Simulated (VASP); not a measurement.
A run of VASP 6.6.1 is set up as follows.

The input POSCAR:

```
W
1.0
   -1.5848038465      1.5848038465      1.5848038465
    1.5848038465     -1.5848038465      1.5848038465
    1.5848038465      1.5848038465     -1.5848038465
W
1
Direct
    0.0000000000      0.0000000000      0.0000000000
```

File INCAR.step1:

```
PREC = Accurate ; ENCUT = 520
ISMEAR = -1 ; SIGMA = 0.01
LREAL = F ; LASPH = T
NELM = 100 ; NBANDS = 13
GGA = PE ; ALGO = Normal
EDIFF = 1E-4 ; LWAVE = T
LCHARG = F
```

File INCAR.step2:

```
PREC = Accurate ; ENCUT = 520
EDIFF = 1E-6 ; ISMEAR = -1
SIGMA = 0.01 ; LREAL = F
LASPH = T ; NELM = 100
ALGO = Normal ; ISIF = 2
LWAVE = F ; LCHARG = F
METAGGA = R2SCAN ; LMIXTAU = T
NBANDS = 13 ; ISTART = 1
```

File KPOINTS:

```
regular mesh
0
Gamma
  14 14 14
```

Potentials or basis: VASP PAW PBE potentials, release 64 (W_sv).

Command:

```bash
$ cat potpaw_PBE.64/W_sv/POTCAR > POTCAR
$ cp INCAR.step1 INCAR
$ mpirun -np 1 vasp_std > vasp.out
$ cp INCAR.step2 INCAR
$ mpirun -np 1 vasp_std > vasp.out
```

**Question.** What does it give for the pressure?

**Answer.** 1.4 GPa.

**Question.** What does it give for the band gap on the k mesh?

**Answer.** Zero (band 7 reaches 16.52 eV, above the bottom of band 8 at 9.95 eV).

Caveat: the PAW data sets were made with another functional, which shifts forces and pressure a little; spin-orbit coupling is left out, which moves the levels of the heavy elements.
